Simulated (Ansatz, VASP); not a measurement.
# Si in VASP and in Ansatz

```
CELL_PARAMETERS angstrom
2.66997 0.00000 0.00000
-1.33498 2.31226 0.00000
0.00000 0.00000 4.51740
ATOMIC_POSITIONS crystal
Si 0.33333 0.66667 0.25000
Si 0.66667 0.33333 0.75000
```

Alike in both runs: task relaxation of cell and atoms; functional PBEsol; k mesh 18 × 18 × 10; occupations gaussian, width 0.1 eV; no spin polarisation.

|  | VASP | Ansatz |
| --- | --- | --- |
| version | VASP 6.6.1 | Ansatz 0.2.0 |
| potentials or method | VASP PAW PBE potentials, release 64 (Si), cutoff 500 eV | scalar-relativistic, plane waves, PAW |
| valence electrons in the cell | 8 | 8 |

Ansatz gave:

```
gap on the k mesh at the Fermi level, each at its own relaxed structure (eV)  : none
relaxed volume (Å³/atom)                                                      : 13.97
relaxed length of the cell vector where the two differ most in proportion (Å) : 2.663
```

Task: Estimate VASP's values.

Result: gap on the k mesh at the Fermi level, each at its own relaxed structure (eV): none; relaxed volume (Å³/atom): 13.99; relaxed length of the cell vector where the two differ most in proportion (Å): 2.664.

VASP's potentials were made for PBE, not for PBEsol. A gap of «none» marks a metal or a gap that the smearing closes.
